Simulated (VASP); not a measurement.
# Cu (Fd-3m) in VASP: further runs

The runs below take Cu through single point, with PBE.

All numbers are computed with VASP 6.6.1; they aren't measurements. Logs are shortened: lines on timing, memory, paths and dates and some standing lists are left out, and cuts for length are marked.

**1. The cell of the first run**

It takes space group Fd-3m (No. 227, cubic). The conventional cell has a = 5.281 Å, b = 5.281 Å, c = 5.281 Å, α = 90.00°, β = 90.00°, γ = 90.00°. Within 3.0 Å of Cu (site symmetry -43m) lie 4 Cu at 2.29 Å.

**2. Single point, PBE**

Contents of INCAR:

```
  PREC = Accurate
  ENCUT = 520
  EDIFF = 1E-7
  ISMEAR = -1
  SIGMA = 0.06122561905347299
  LREAL = False
  LASPH = True
  NELM = 80
  ALGO = Normal
  ISIF = 2
  LWAVE = False
  LCHARG = False
  GGA = PE
  NBANDS = 18
```

Contents of KPOINTS:

```
Automatic mesh
0
Gamma
  18 18 18
```

Contents of POSCAR:

```
Cu
1.0
    0.0000000000      2.6405623228      2.6405623228
    2.6405623228      0.0000000000      2.6405623228
    2.6405623228      2.6405623228      0.0000000000
Cu
2
Direct
    0.0000000000      0.0000000000      0.0000000000
    0.2500000000      0.2500000000      0.2500000000
```

Potentials or basis: VASP PAW PBE potentials, release 64 (Cu).

The run is started by

```bash
$ cat potpaw_PBE.64/Cu/POTCAR > POTCAR
$ mpirun -np 1 vasp_std > vasp.out
```

OUTCAR:

```text
PREC = Accurate
   ENCUT = 520
   EDIFF = 1E-7
   ISMEAR = -1
   LREAL = False
   LASPH = True
   NELM = 80
   ISIF = 2
   GGA = PE

 ion  position               nearest neighbor table
   1  0.000  0.000  0.000-   2 2.29   2 2.29   2 2.29   2 2.29
   2  0.250  0.250  0.250-   1 2.29   1 2.29   1 2.29   1 2.29

  LATTYP: Found a face centered cubic cell.
 ALAT       =     5.2811246456

  Lattice vectors:

 A1 = (   0.0000000000,   2.6405623228,   2.6405623228)
 A2 = (   2.6405623228,   0.0000000000,   2.6405623228)
 A3 = (   2.6405623228,   2.6405623228,   0.0000000000)

Analysis of symmetry for initial positions (statically):
=====================================================================
 Subroutine PRICEL returns:
 Original cell was already a primitive cell.

 Routine SETGRP: Setting up the symmetry group for a
 face centered cubic supercell.

 Subroutine GETGRP returns: Found 48 space group operations
 (whereof 24 operations were pure point group operations)
 out of a pool of 48 trial point group operations.

The static configuration has the point symmetry T_d .
 The point group associated with its full space group is O_h .

Analysis of symmetry for dynamics (positions and initial velocities):
=====================================================================
 Subroutine PRICEL returns:
 Original cell was already a primitive cell.

 Routine SETGRP: Setting up the symmetry group for a
 face centered cubic supercell.

 Subroutine GETGRP returns: Found 48 space group operations
 (whereof 24 operations were pure point group operations)
 out of a pool of 48 trial point group operations.

The dynamic configuration has the point symmetry T_d .
 The point group associated with its full space group is O_h .

 Subroutine INISYM returns: Found 48 space group operations
 (whereof 24 operations are pure point group operations),
 and found     1 'primitive' translations

----------------------------------------------------------------------------------------

                                     Primitive cell

  volume of cell :      36.8230

  direct lattice vectors                    reciprocal lattice vectors
     0.000000000  2.640562323  2.640562323    -0.189353607  0.189353607  0.189353607
     2.640562323  0.000000000  2.640562323     0.189353607 -0.189353607  0.189353607
     2.640562323  2.640562323  0.000000000     0.189353607  0.189353607 -0.189353607

  length of vectors
     3.734319049  3.734319049  3.734319049     0.327970068  0.327970068  0.327970068

  position of ions in fractional coordinates (direct lattice)
     0.000000000  0.000000000  0.000000000
     0.250000000  0.250000000  0.250000000

  ion indices of the primitive-cell ions
   primitive index   ion index
                 1           1
                 2           2

----------------------------------------------------------------------------------------

 KPOINTS: Automatic mesh

Automatic generation of k-mesh.
 Grid dimensions read from file:
 generate k-points for:   18   18   18

 Generating k-lattice:

  Cartesian coordinates                     Fractional coordinates (reciprocal lattice)
    -0.010519645  0.010519645  0.010519645     0.055555556  0.000000000  0.000000000
     0.010519645 -0.010519645  0.010519645     0.000000000  0.055555556  0.000000000
     0.010519645  0.010519645 -0.010519645     0.000000000  0.000000000  0.055555556

  Length of vectors
     0.018220559  0.018220559  0.018220559

  Shift w.r.t. Gamma in fractional coordinates (k-lattice)
     0.000000000  0.000000000  0.000000000

 Subroutine IBZKPT returns following result:
 ===========================================

 Found    195 irreducible k-points:

 Following reciprocal coordinates:
            Coordinates               Weight
  0.000000  0.000000  0.000000      1.000000
  0.055556  0.000000  0.000000      8.000000
  0.111111  0.000000  0.000000      8.000000
  0.166667  0.000000  0.000000      8.000000
  0.222222  0.000000  0.000000      8.000000
  0.277778  0.000000  0.000000      8.000000
[... 16 lines left out ...]
 -0.277778  0.055556  0.000000     24.000000
 -0.222222  0.055556  0.000000     24.000000
 [... further k-points ...]
   k-points           NKPTS =    195   k-points in BZ     NKDIM =    195   number of bands    NBANDS=     18
   number of dos      NEDOS =    301   number of ions     NIONS =      2
   total plane-waves  NPLWV =  21952
   dimension x,y,z NGX =    28 NGY =   28 NGZ =   28
   dimension x,y,z NGXF=    56 NGYF=   56 NGZF=   56
   ions per type =               2
   NGX,Y,Z   is equivalent  to a cutoff of  12.47, 12.47, 12.47 a.u.
   NGXF,Y,Z  is equivalent  to a cutoff of  24.93, 24.93, 24.93 a.u.
 SYSTEM =  unknown system
   PREC   = accura    normal or accurate (medium, high low for compatibility)
   ISTART =      0    job   : 0-new  1-cont  2-samecut
   ICHARG =      2    charge: 1-file 2-atom 10-const
   ISPIN  =      1    spin polarized calculation?
   LNONCOLLINEAR =      F non collinear calculations
   LSORBIT =      F    spin-orbit coupling
   LASPH  =      T    aspherical Exc in radial PAW
   ENCUT  =  520.0 eV  38.22 Ry    6.18 a.u.   6.94  6.94  6.94*2*pi/ulx,y,z
   NELM   =     80;   NELMIN=  2; NELMDL= -5     # of ELM steps
   EDIFF  = 0.1E-06   stopping-criterion for ELM
   LREAL  =      F    real-space projection
   EDIFFG = 0.1E-05   stopping-criterion for IOM
   NSW    =      0    number of steps for IOM
   IBRION =     -1    ionic relax: 0-MD 1-quasi-New 2-CG
   NFREE  =      0    steps in history (QN), initial steepest desc. (CG)
   ISIF   =      2    stress and relaxation
   ISYM   =      2    0-nonsym 1-usesym 2-fastsym
   POTIM  = 0.5000    time-step for ionic-motion
   TEBEG  =    0.0;   TEEND  =   0.0 temperature during run
   PSTRESS=    0.0 pullay stress
   NELECT =      22.0000    total number of electrons
   NUPDOWN=      -1.0000    fix difference up-down
   EMIN   =  10.00;   EMAX   =-10.00  energy-range for DOS
   EFERMI =   0.00;   METHOD = LEGACY
   ISMEAR =    -1;   SIGMA  =   0.06  broadening in eV -4-tet -1-fermi 0-gaus
   EFERMI_NEDOS =   21; number of points for ismear=-14 and -15
   IALGO  =     38    algorithm
   IMIX   =      4    mixing-type and parameters
     AMIX     =   0.40;   BMIX     =  1.00
     AMIX_MAG =   1.60;   BMIX_MAG =  1.00
  volume/ion in A,a.u.               =      18.41       124.25
  Fermi-wavevector in a.u.,A,eV,Ry     =   1.378825  2.605602 25.866849  1.901160
  Thomas-Fermi vector in A             =   2.503851
   LORBIT       =      0    0 simple, 1 ext, 2 COOP (PROOUT), +10 PAW based schemes
   GGA     = PE    functional components
   LHFCALC =     F    Hartree Fock is set to
   AEXX    =    0.0000 exact exchange contribution
   IVDW    =     0    specifies the selected vdW correction
   LEPSILON=     F    determine dielectric tensor
   LRPA    =     F    only Hartree local field effects (RPA)
 non-spin polarized calculation
  energy-cutoff  :      520.00
  volume of cell :       36.82
 maximum number of plane-waves:      1005
   NGX = 13   NGY = 13   NGZ = 13

 number of electron      22.0000031 magnetization

 Free energy of the ion-electron system (eV)
  ---------------------------------------------------
  ext. energy  EPLUGINS =         0.00000000
  ---------------------------------------------------
  free energy    TOTEN  =        -5.39216969 eV

  energy without entropy =       -5.38213703  energy(sigma->0) =       -5.38715336

 E-fermi :   3.0874     XC(G=0): -10.0609

 val. band max:        3.0784897479   @ k =  -0.3889   0.3333   0.0000
 cond. band min:       3.1071998540   @ k =  -0.3333   0.3889   0.0556
 fundamental gap:      0.0287101061
 Fermi energy:         3.0873572683

 k-point     1 :       0.0000    0.0000    0.0000
  band No.  band energies     occupation
      1      -3.3721      2.00000
      2       0.0180      2.00000
      3       0.0180      2.00000
      4       0.0180      2.00000
      5       0.0327      2.00000
      6       0.0327      2.00000
[... 10 lines left out ...]
     17      13.9785      0.00000
     18      16.2341      0.00000

 k-point     2 :       0.0556    0.0000    0.0000
  band No.  band energies     occupation
      1      -3.3221      2.00000
      2      -0.0307      2.00000
      3      -0.0307      2.00000
      4       0.0192      2.00000
      5       0.0900      2.00000
      6       0.0900      2.00000
[... 10 lines left out ...]
     17      14.4534      0.00000
     18      16.3834      0.00000

 k-point     3 :       0.1111    0.0000    0.0000
  band No.  band energies     occupation
      1      -3.1733      2.00000
      2      -0.0729      2.00000
      3      -0.0729      2.00000
      4       0.0233      2.00000
      5       0.1556      2.00000
      6       0.1556      2.00000
[... 10 lines left out ...]
     17      14.8929      0.00000
     18      16.6528      0.00000

 k-point     4 :       0.1667    0.0000    0.0000
  band No.  band energies     occupation
      1      -2.9293      2.00000
      2      -0.0995      2.00000
      3      -0.0995      2.00000
      4       0.0317      2.00000
      5       0.2133      2.00000
      6       0.2133      2.00000
[... 10 lines left out ...]
     17      15.3395      0.00000
     18      16.6613      0.00000

 k-point     5 :       0.2222    0.0000    0.0000
  band No.  band energies     occupation
      1      -2.5978      2.00000
      2      -0.1090      2.00000
      3      -0.1090      2.00000
      4       0.0461      2.00000
      5       0.2522      2.00000
      6       0.2522      2.00000
[... 10 lines left out ...]
     17      15.4238      0.00000
     18      16.3505      0.00000

 k-point     6 :       0.2778    0.0000    0.0000
  band No.  band energies     occupation
      1      -2.1936      2.00000
      2      -0.1014      2.00000
      3      -0.1014      2.00000
      4       0.0659      2.00000
      5       0.2642      2.00000
      6       0.2642      2.00000
[... 10 lines left out ...]
     17      15.2069      0.00000
     18      15.9367      0.00000

 k-point     7 :       0.3333    0.0000    0.0000
  band No.  band energies     occupation
      1      -1.7453      2.00000
      2      -0.0781      2.00000
      3      -0.0781      2.00000
      4       0.0853      2.00000
      5       0.2482      2.00000
      6       0.2482      2.00000
[... 10 lines left out ...]
     17      14.9213      0.00000
     18      15.5302      0.00000

 k-point     8 :       0.3889    0.0000    0.0000
  band No.  band energies     occupation
      1      -1.3087      2.00000
      2      -0.0422      2.00000
      3      -0.0422      2.00000
      4       0.0915      2.00000
      5       0.2112      2.00000
      6       0.2112      2.00000
[... 10 lines left out ...]
     17      14.6812      0.00000
     18      15.1695      0.00000
[... 229 lines left out ...]
     17      14.9704      0.00000
     18      15.6198      0.00000

 k-point    20 :      -0.4444    0.0556    0.0000
  band No.  band energies     occupation
      1      -0.8746      2.00000
      2      -0.0259      2.00000
      3      -0.0253      2.00000
      4       0.1036      2.00000
      5       0.1434      2.00000
      6       0.2079      2.00000
[... 10 lines left out ...]
     17      14.8715      0.00000
     18      15.7590      0.00000

 k-point    21 :      -0.3889    0.0556    0.0000
  band No.  band energies     occupation
      1      -1.1463      2.00000
      2      -0.0737      2.00000
      3      -0.0141      2.00000
      4       0.0978      2.00000
      5       0.1619      2.00000
      6       0.2569      2.00000
[... 10 lines left out ...]
     17      14.7989      0.00000
     18      16.0065      0.00000

 k-point    22 :      -0.3333    0.0556    0.0000
  band No.  band energies     occupation
      1      -1.5567      2.00000
      2      -0.1145      2.00000
      3      -0.0286      2.00000
      4       0.0837      2.00000
      5       0.1995      2.00000
      6       0.2974      2.00000
[... 10 lines left out ...]
     17      14.8107      0.00000
     18      16.3109      0.00000

 k-point    23 :      -0.2778    0.0556    0.0000
  band No.  band energies     occupation
      1      -2.0064      2.00000
      2      -0.1426      2.00000
      3      -0.0494      2.00000
      4       0.0666      2.00000
      5       0.2240      2.00000
      6       0.3175      2.00000
[... 10 lines left out ...]
     17      14.9929      0.00000
     18      16.5957      0.00000

 k-point    24 :      -0.2222    0.0556    0.0000
  band No.  band energies     occupation
      1      -2.4279      2.00000
      2      -0.1547      2.00000
      3      -0.0623      2.00000
      4       0.0491      2.00000
      5       0.2255      2.00000
      6       0.3093      2.00000
[... 10 lines left out ...]
     17      15.3630      0.00000
     18      16.6539      0.00000

 [... further k-points ...]

------------------------ aborting loop because EDIFF is reached ----------------------------------------

  FORCE on cell =-STRESS in cart. coord.  units (eV):
  Direction    XX          YY          ZZ          XY          YZ          ZX
  --------------------------------------------------------------------------------------
  -------------------------------------------------------------------------------------
  Total        0.6183775      0.6183775      0.6183775     -0.0000000     -0.0000000      0.0000000
  in kB       26.9057421     26.9057421     26.9057421     -0.0000000     -0.0000000      0.0000000
  external PRESSURE =      26.9057421 kB  Pullay stress =       0.0000000 kB

 VOLUME and BASIS-vectors are now :
 -----------------------------------------------------------------------------
  energy-cutoff  :      520.00
  volume of cell :       36.82
      direct lattice vectors                 reciprocal lattice vectors
     0.000000000  2.640562323  2.640562323    -0.189353607  0.189353607  0.189353607
     2.640562323  0.000000000  2.640562323     0.189353607 -0.189353607  0.189353607
     2.640562323  2.640562323  0.000000000     0.189353607  0.189353607 -0.189353607

 POSITION                                       TOTAL-FORCE (eV/Angst)
 -----------------------------------------------------------------------------------
      0.00000      0.00000      0.00000         0.000000     -0.000000      0.000000
      1.32028      1.32028      1.32028        -0.000000      0.000000     -0.000000
 -----------------------------------------------------------------------------------
    total drift:                                0.000000      0.000000      0.000000

  FREE ENERGIE OF THE ION-ELECTRON SYSTEM (eV)
  ---------------------------------------------------
  free  energy   TOTEN  =        -5.3921696924 eV

  energy  without entropy=       -5.3821370307  energy(sigma->0) =       -5.38715336
```

Wall time 2.8 min (1 thread of Intel Xeon Platinum 8259CL at 2.50GHz (Skylake/Cascade Lake), shared host); peak memory 0.23 GiB.

What came out:

| Quantity | Value |
| --- | --- |
| Free energy | -5.3922 eV |
| Pressure | 2.7 GPa |
| Band gap on the k mesh | zero (band 11 reaches 3.71 eV, above the bottom of band 12 at 2.72 eV) |

**3. Single point, PBE**

Contents of INCAR:

```
SYSTEM = Cu
ALGO     = Normal         ! electronic algorithm
EDIFF    = 1E-7           ! SCF threshold, eV
ENCUT    = 520            ! plane-wave cutoff, eV
GGA      = PE             ! functional
ISIF     = 2              ! what is computed and relaxed
ISMEAR   = -1             ! smearing method
LASPH    = .True.         ! aspherical terms in the spheres
LCHARG   = .False.        ! write CHGCAR
LREAL    = .False.        ! projectors in reciprocal space
LWAVE    = .False.        ! write WAVECAR
NBANDS   = 18             ! bands
NELM     = 100            ! most SCF steps
PREC     = Accurate       ! precision mode
SIGMA    = 0.06122561905347299 ! smearing width, eV
```

Contents of KPOINTS:

```
k-points
0
Gamma
  18 18 18
  0 0 0
```

POSCAR is that of step 2.

Potentials or basis: VASP PAW PBE potentials, release 64 (Cu).

The run is started by

```bash
$ cat potpaw_PBE.64/Cu/POTCAR > POTCAR
$ mpirun -np 1 vasp_std > vasp.out
```

Wall time 2.3 min (1 thread of Intel Xeon Platinum 8259CL at 2.50GHz (Skylake/Cascade Lake), shared host); peak memory 0.23 GiB.

It converged, with:

* Free energy: -5.3922 eV
* Pressure: 2.7 GPa
* Band gap on the k mesh: zero (band 11 reaches 3.71 eV, above the bottom of band 12 at 2.72 eV)

Levels at points of the mesh, in eV from the Fermi level:
```
           k point  band 9  band 10  band 11  band 12  band 13  band 14
(0.00, 0.00, 0.00)   -1.92    -1.24    -1.24    10.02    10.02    10.02
(0.50, 0.00, 0.00)   -1.56    -1.33    -1.33    -0.36     7.26     7.26
(0.50, 0.50, 0.00)   -1.23    -1.23     0.24     0.24     3.81     3.81
```
